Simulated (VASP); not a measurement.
# TiS2 (P-3m1) in VASP: relaxation of the atoms with r2SCAN

Aim: the relaxation of the atoms of TiS2 with r2SCAN.

All numbers are computed with VASP 6.6.1; they aren't measurements. Logs are shortened: lines on timing, memory, paths and dates and some standing lists are left out, and cuts for length are marked.

### Step 1. The cell of the first run

It takes space group P-3m1 (No. 164, trigonal). The conventional cell has a = 3.412 Å, b = 3.412 Å, c = 5.695 Å, α = 90.00°, β = 90.00°, γ = 120.00°. Within 3.2 Å of Ti (site symmetry -3m) lie 6 S at 2.43 Å. Within 3.2 Å of S (site symmetry 3m) lie 3 Ti at 2.43 Å.

### Step 2. Relaxation of the atoms, r2SCAN

The input, POSCAR:

```
TiS2
1.0
    3.4120005726      0.0000000000      0.0000000000
   -1.7060002863      2.9548791736      0.0000000000
    0.0000000000      0.0000000000      5.6950000000
Ti S
1 2
Direct
    0.0000000000      0.0000000000      0.0000000000
    0.3333333333      0.6666666667      0.2500000000
    0.6666666667      0.3333333333      0.7500000000
```

The input, INCAR.step1:

```
SYSTEM = TiS2
PREC = Accurate ; ENCUT = 500
ISMEAR = -1 ; SIGMA = 0.05
LREAL = .FALSE. ; LASPH = .TRUE.
NELM = 120 ; GGA = PE
ALGO = Normal ; EDIFF = 1E-5
LWAVE = .TRUE. ; LCHARG = .FALSE.
GGA_COMPAT = .FALSE. ; IBRION = 2
EDIFFG = -0.01 ; NELMIN = 4
NSW = 100
```

The input, INCAR.step2:

```
SYSTEM = TiS2
PREC = Accurate ; ENCUT = 500
EDIFF = 1E-7 ; ISMEAR = -1
SIGMA = 0.05 ; LREAL = .FALSE.
LASPH = .TRUE. ; NELM = 120
ALGO = Normal ; ISIF = 2
LWAVE = .FALSE. ; LCHARG = .FALSE.
METAGGA = R2SCAN ; LMIXTAU = .TRUE.
IBRION = 2 ; NSW = 80
EDIFFG = -0.02 ; ISTART = 1
GGA_COMPAT = .FALSE. ; NELMIN = 4
```

The input, KPOINTS:

```
Automatic mesh
0
G
  11 11 6
  0 0 0
```

Potentials or basis: VASP PAW PBE potentials, release 64 (Ti_sv, S).

Started as:

```bash
$ cat potpaw_PBE.64/Ti_sv/POTCAR potpaw_PBE.64/S/POTCAR > POTCAR
$ cp INCAR.step1 INCAR
$ mpirun -np 1 vasp_std > vasp.out
$ cp INCAR.step2 INCAR
$ mpirun -np 1 vasp_std > vasp.out
```

OUTCAR:

```text
SYSTEM = TiS2
   PREC = Accurate
   ENCUT = 500
   EDIFF = 1E-7
   ISMEAR = -1
   LREAL = .FALSE.
   LASPH = .TRUE.
   NELM = 120
   ISIF = 2
   METAGGA = R2SCAN
   IBRION = 2
   NSW = 80
   EDIFFG = -0.02
   ISTART = 1
   NELMIN = 4

 ion  position               nearest neighbor table
   1  0.000  0.000  0.000-   2 2.43   3 2.43   3 2.43   2 2.43   3 2.43   2 2.43
   2  0.333  0.667  0.250-   1 2.43   1 2.43   1 2.43
   3  0.667  0.333  0.750-   1 2.43   1 2.43   1 2.43

  LATTYP: Found a hexagonal cell.
 ALAT       =     3.4120005726
 C/A-ratio  =     1.6691087469

  Lattice vectors:

 A1 = (   3.4120005726,   0.0000000000,   0.0000000000)
 A2 = (  -1.7060002863,   2.9548791736,   0.0000000000)
 A3 = (   0.0000000000,   0.0000000000,   5.6950000000)

Analysis of symmetry for initial positions (statically):
=====================================================================
 Subroutine PRICEL returns:
 Original cell was already a primitive cell.

 Routine SETGRP: Setting up the symmetry group for a
 hexagonal supercell.

 Subroutine GETGRP returns: Found 12 space group operations
 (whereof 12 operations were pure point group operations)
 out of a pool of 24 trial point group operations.

The static configuration has the point symmetry D_3d.

Analysis of symmetry for dynamics (positions and initial velocities):
=====================================================================
 Subroutine PRICEL returns:
 Original cell was already a primitive cell.

 Routine SETGRP: Setting up the symmetry group for a
 hexagonal supercell.

 Subroutine GETGRP returns: Found 12 space group operations
 (whereof 12 operations were pure point group operations)
 out of a pool of 24 trial point group operations.

The dynamic configuration has the point symmetry D_3d.

 Subroutine INISYM returns: Found 12 space group operations
 (whereof 12 operations are pure point group operations),
 and found     1 'primitive' translations

----------------------------------------------------------------------------------------

                                     Primitive cell

  volume of cell :      57.4173

  direct lattice vectors                    reciprocal lattice vectors
     3.412000573  0.000000000  0.000000000     0.293083186  0.169211657  0.000000000
    -1.706000286  2.954879174  0.000000000     0.000000000  0.338423313  0.000000000
     0.000000000  0.000000000  5.695000000     0.000000000  0.000000000  0.175592625

  length of vectors
     3.412000573  3.412000573  5.695000000     0.338423313  0.338423313  0.175592625

  position of ions in fractional coordinates (direct lattice)
     0.000000000  0.000000000  0.000000000
     0.333333333  0.666666667  0.250000000
     0.666666667  0.333333333  0.750000000

  ion indices of the primitive-cell ions
   primitive index   ion index
                 1           1
                 2           2
                 3           3

----------------------------------------------------------------------------------------

 KPOINTS: Automatic mesh

Automatic generation of k-mesh.
 Grid dimensions read from file:
 generate k-points for:   11   11    6

 Generating k-lattice:

  Cartesian coordinates                     Fractional coordinates (reciprocal lattice)
     0.026643926  0.015382878  0.000000000     0.090909091  0.000000000  0.000000000
     0.000000000  0.030765756  0.000000000     0.000000000  0.090909091  0.000000000
     0.000000000  0.000000000  0.029265438     0.000000000  0.000000000  0.166666667

  Length of vectors
     0.030765756  0.030765756  0.029265438

  Shift w.r.t. Gamma in fractional coordinates (k-lattice)
     0.000000000  0.000000000  0.000000000

 Subroutine IBZKPT returns following result:
 ===========================================

 Found     84 irreducible k-points:

 Following reciprocal coordinates:
            Coordinates               Weight
  0.000000  0.000000  0.000000      1.000000
  0.090909 -0.000000  0.000000      6.000000
  0.181818  0.000000  0.000000      6.000000
  0.272727  0.000000  0.000000      6.000000
  0.363636 -0.000000  0.000000      6.000000
  0.454545  0.000000  0.000000      6.000000
[... 16 lines left out ...]
  0.000000  0.272727  0.166667      6.000000
  0.363636 -0.000000  0.166667      6.000000
 [... further k-points ...]
   k-points           NKPTS =     84   k-points in BZ     NKDIM =     84   number of bands    NBANDS=     16
   number of dos      NEDOS =    301   number of ions     NIONS =      3
   total plane-waves  NPLWV =  32928
   dimension x,y,z NGX =    28 NGY =   28 NGZ =   42
   dimension x,y,z NGXF=    56 NGYF=   56 NGZF=   84
   ions per type =               1   2
   NGX,Y,Z   is equivalent  to a cutoff of  13.64, 13.64, 12.26 a.u.
   NGXF,Y,Z  is equivalent  to a cutoff of  27.29, 27.29, 24.52 a.u.
 SYSTEM =  TiS2
   PREC   = accura    normal or accurate (medium, high low for compatibility)
   ISTART =      1    job   : 0-new  1-cont  2-samecut
   ICHARG =      0    charge: 1-file 2-atom 10-const
   ISPIN  =      1    spin polarized calculation?
   LNONCOLLINEAR =      F non collinear calculations
   LSORBIT =      F    spin-orbit coupling
   LASPH  =      T    aspherical Exc in radial PAW
   ENCUT  =  500.0 eV  36.75 Ry    6.06 a.u.   6.22  6.22 10.38*2*pi/ulx,y,z
   NELM   =    120;   NELMIN=  4; NELMDL=  0     # of ELM steps
   EDIFF  = 0.1E-06   stopping-criterion for ELM
   LREAL  =      F    real-space projection
   EDIFFG = -.2E-01   stopping-criterion for IOM
   NSW    =     80    number of steps for IOM
   IBRION =      2    ionic relax: 0-MD 1-quasi-New 2-CG
   NFREE  =      1    steps in history (QN), initial steepest desc. (CG)
   ISIF   =      2    stress and relaxation
   ISYM   =      2    0-nonsym 1-usesym 2-fastsym
   POTIM  = 0.5000    time-step for ionic-motion
   TEBEG  =    0.0;   TEEND  =   0.0 temperature during run
   PSTRESS=    0.0 pullay stress
   NELECT =      24.0000    total number of electrons
   NUPDOWN=      -1.0000    fix difference up-down
   EMIN   =  10.00;   EMAX   =-10.00  energy-range for DOS
   EFERMI =   0.00;   METHOD = LEGACY
   ISMEAR =    -1;   SIGMA  =   0.05  broadening in eV -4-tet -1-fermi 0-gaus
   EFERMI_NEDOS =   21; number of points for ismear=-14 and -15
   IALGO  =     38    algorithm
   IMIX   =      4    mixing-type and parameters
     AMIX     =   0.40;   BMIX     =  1.00
     AMIX_MAG =   1.60;   BMIX_MAG =  1.00
  volume/ion in A,a.u.               =      19.14       129.16
  Fermi-wavevector in a.u.,A,eV,Ry     =   1.224046  2.313111 20.385453  1.498289
  Thomas-Fermi vector in A             =   2.359135
   LORBIT       =      0    0 simple, 1 ext, 2 COOP (PROOUT), +10 PAW based schemes
   METAGGA = R2SCAN    functional components
   LHFCALC =     F    Hartree Fock is set to
   AEXX    =    0.0000 exact exchange contribution
   IVDW    =     0    specifies the selected vdW correction
   LEPSILON=     F    determine dielectric tensor
   LRPA    =     F    only Hartree local field effects (RPA)
 conjugate gradient relaxation of ions
 non-spin polarized calculation
  energy-cutoff  :      500.00
  volume of cell :       57.42
 maximum number of plane-waves:      1478
 NGX is ok and might be reduce to    28
   NGX = 13   NGY = 13   NGZ = 21

--------------------------------------- Ionic step        1  -------------------------------------------

 number of electron      23.9999999 magnetization

 Free energy of the ion-electron system (eV)
  ---------------------------------------------------
  ext. energy  EPLUGINS =         0.00000000
  ---------------------------------------------------
  free energy    TOTEN  =       -33.46802645 eV

  energy without entropy =      -33.46658259  energy(sigma->0) =      -33.46730452

------------------------ aborting loop because EDIFF is reached ----------------------------------------

  FORCE on cell =-STRESS in cart. coord.  units (eV):
  Direction    XX          YY          ZZ          XY          YZ          ZX
  --------------------------------------------------------------------------------------
  -------------------------------------------------------------------------------------
  Total        0.0279420      0.0279420     -0.1890911      0.0000000      0.0000000      0.0000000
  in kB        0.7796975      0.7796975     -5.2764170      0.0000000      0.0000000      0.0000000
  external PRESSURE =      -1.2390073 kB  Pullay stress =       0.0000000 kB
[... 59 lines left out ...]
  energy  without entropy=      -33.4728005483  energy(sigma->0) =      -33.47339666

--------------------------------------- Ionic step        3  -------------------------------------------

 number of electron      24.0000001 magnetization

 Free energy of the ion-electron system (eV)
  ---------------------------------------------------
  ext. energy  EPLUGINS =         0.00000000
  ---------------------------------------------------
  free energy    TOTEN  =       -33.47475940 eV

  energy without entropy =      -33.47367913  energy(sigma->0) =      -33.47421927

 E-fermi :   5.3624     XC(G=0): -10.6348

 val. band max:        5.2782759937   @ k =   0.0000   0.0000   0.0000
 cond. band min:       5.4780243169   @ k =   0.4545   0.0000   0.5000
 fundamental gap:      0.1997483232
 Fermi energy:         5.3623899680

 k-point     1 :       0.0000    0.0000    0.0000
  band No.  band energies     occupation
      1     -54.7873      2.00000
      2     -29.9673      2.00000
      3     -29.9201      2.00000
      4     -29.9201      2.00000
      5      -9.1312      2.00000
      6      -7.3649      2.00000
[... 8 lines left out ...]
     15       6.4762      0.00000
     16       8.9815      0.00000
[... 420 lines left out ...]
  band No.  band energies     occupation
      1     -54.7772      2.00000
      2     -30.0307      2.00000
      3     -29.9452      2.00000
      4     -29.9444      2.00000
      5      -7.7688      2.00000
      6      -7.3113      2.00000
[... 8 lines left out ...]
     15       7.3002      0.00000
     16       9.1577      0.00000

 [... further k-points ...]

------------------------ aborting loop because EDIFF is reached ----------------------------------------

  FORCE on cell =-STRESS in cart. coord.  units (eV):
  Direction    XX          YY          ZZ          XY          YZ          ZX
  --------------------------------------------------------------------------------------
  -------------------------------------------------------------------------------------
  Total        0.4037301      0.4037301      0.5493265      0.0000000     -0.0000000      0.0000000
  in kB       11.2657258     11.2657258     15.3284625      0.0000000     -0.0000000      0.0000000
  external PRESSURE =      12.6199713 kB  Pullay stress =       0.0000000 kB
[... 18 lines left out ...]
  FREE ENERGIE OF THE ION-ELECTRON SYSTEM (eV)
  ---------------------------------------------------
  free  energy   TOTEN  =       -33.4747594011 eV

  energy  without entropy=      -33.4736791322  energy(sigma->0) =      -33.47421927

 reached required accuracy - stopping structural energy minimisation
```

It took 7.2 min on 1 thread of Intel Xeon 6975P-C (Granite Rapids), shared host; peak memory 0.23 GiB.

Results:

* Free energy: -33.4748 eV
* Energy gained by relaxing: 2.2 meV/atom
* Ionic steps: 3
* Pressure after relaxing: 1.3 GPa
* Largest force after relaxing: 0.004 eV/Å
* Band gap on the k mesh: 0.20 eV (least direct gap 0.65 eV)

Forces on the atoms (eV/Å):
```
Ti   0.000  0.000  0.000
S    0.000  0.000 -0.004
S    0.000  0.000  0.004
```

Stress tensor (GPa, compression positive):
```
1.13 0.00 0.00
0.00 1.13 0.00
0.00 0.00 1.53
```

Step by step:
| step | energy change (eV) | largest force (eV/Å) | pressure (GPa) |
| --- | --- | --- | --- |
| 1 | 0.0000 | 0.3032 | -0.12 |
| 2 | -0.0060 | 0.1025 | 0.80 |
| 3 | -0.0067 | 0.0036 | 1.26 |

Final structure:
```
Ti S
1.0
     3.41200    0.00000    0.00000
    -1.70600    2.95488    0.00000
     0.00000    0.00000    5.69500
Ti S
1 2
Direct
  0.00000 0.00000 0.00000
  0.33333 0.66667 0.24618
  0.66667 0.33333 0.75382
```

Caveat: the PAW data sets were made with another functional, which shifts forces and pressure a little.
